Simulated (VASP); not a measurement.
Ta, 2 atoms in the cell. The structure is hexagonal, space group P6_3/mmc (No. 194). Conventional cell: a = 2.900 Å, b = 2.900 Å, c = 5.166 Å, α = 90.00°, β = 90.00°, γ = 120.00°. Ta (site symmetry -6m2) has 12 Ta at 2.90 to 3.08 Å within 3.8 Å. This isn't the form of Ta at room conditions, which is bcc.

| Property | Result |
| --- | --- |
| Program | VASP 6.6.1 |
| Task | relaxation of volume and atoms at fixed shape |
| Functional | r2SCAN |
| Potentials or basis | VASP PAW PBE potentials, release 64 (Ta_pv) |
| Cutoff | 600 eV |
| k mesh | 11 × 11 × 6 |
| Occupations | fermi-dirac, width 0.15 eV |
| Spin | no spin polarisation |
| Dipole correction | no |
| Further INCAR settings | ALGO = Normal; EDIFF = 1e-06; IBRION = 2; EDIFFG = -0.03; NSW = 80; ISIF = 8 |

Potentials or basis: VASP PAW PBE potentials, release 64 (Ta_pv).

Command:

```sh
$ cat potpaw_PBE.64/Ta_pv/POTCAR > POTCAR
$ cp INCAR.step1 INCAR
$ mpirun -np 1 vasp_std > vasp.out
$ cp INCAR.step2 INCAR
$ mpirun -np 1 vasp_std > vasp.out
```

Hardware: 1 thread of Intel(R) Xeon(R) Platinum 8488C (Sapphire Rapids), with other jobs on the host.

Problem. Estimate the wall time of this run.

Solution. It took 5.5 min on 1 thread of Intel(R) Xeon(R) Platinum 8488C (Sapphire Rapids), with other jobs on the host, peak memory 0.2 GiB. Counts: k points 64, ion steps 3.
